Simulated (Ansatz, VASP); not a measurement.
## Sn11GeO24: VASP beside Ansatz

```xyz
36
Lattice="4.7380 4.7380 0.0000 -4.7380 4.7380 0.0000 0.0000 0.0000 9.5595" Properties=species:S:1:pos:R:3 pbc="T T T"
Ge    0.0000    0.0000    0.0000
Sn    0.0000    0.0000    3.1865
Sn    0.0000    0.0000    6.3730
Sn    0.0000    4.7380    0.0000
Sn    0.0000    4.7380    3.1865
Sn    0.0000    4.7380    6.3730
Sn    2.3690    2.3690    1.5933
Sn    2.3690    2.3690    4.7797
Sn    2.3690    2.3690    7.9662
Sn   -2.3690    2.3690    1.5933
Sn   -2.3690    2.3690    4.7797
Sn   -2.3690    2.3690    7.9662
O     1.4550    1.4550    0.0000
O     1.4550    1.4550    3.1865
O     1.4550    1.4550    6.3730
O     1.4550    6.1930    0.0000
O     1.4550    6.1930    3.1865
O     1.4550    6.1930    6.3730
O     0.9140    3.8240    1.5933
O     0.9140    3.8240    4.7797
O     0.9140    3.8240    7.9662
O    -3.8240    3.8240    1.5933
O    -3.8240    3.8240    4.7797
O    -3.8240    3.8240    7.9662
O     3.2830    3.2830    0.0000
O     3.2830    3.2830    3.1865
O     3.2830    3.2830    6.3730
O    -1.4550    3.2830    0.0000
O    -1.4550    3.2830    3.1865
O    -1.4550    3.2830    6.3730
O    -0.9140    5.6520    1.5933
O    -0.9140    5.6520    4.7797
O    -0.9140    5.6520    7.9662
O    -0.9140    0.9140    1.5933
O    -0.9140    0.9140    4.7797
O    -0.9140    0.9140    7.9662
```

Alike in both runs: task electric field gradients; functional PBE; k mesh 3 × 3 × 2; occupations fermi-dirac, width 0.01 eV; no spin polarisation.

|  | VASP | Ansatz |
| --- | --- | --- |
| version | VASP 6.6.1 | Ansatz 0.2.0 |
| potentials or method | VASP PAW PBE potentials, release 64 (Ge_d, Sn_d, O) | plane-wave PAW, scalar-relativistic |
| plane-wave cutoff (eV) | 520 | 420 |
| valence electrons in the cell | 312 | 312 |

VASP gave:

| Quantity | Value |
| --- | --- |
| gap on the k mesh at the Fermi level (eV) | 0.95 |
| pressure (GPa) | 8.3 |
| traceless stress, the component that is largest in VASP (GPa) | 1.25 |
| rms of the force components (eV/Å) | 0.463 |
| size of Vzz on the site where it differs most (V/Å²) | 58.5 |

Problem. Estimate Ansatz's values.

Solution. gap on the k mesh at the Fermi level (eV): 0.96; pressure (GPa): 7.7; traceless stress, the component that is largest in VASP (GPa): 0.98; rms of the force components (eV/Å): 0.455; size of Vzz on the site where it differs most (V/Å²): 53.1.

Atom by atom the forces differ by 0.013 eV/Å (rms over components). One of these differences is far larger than is usual between the two programs; its cause wasn't traced.
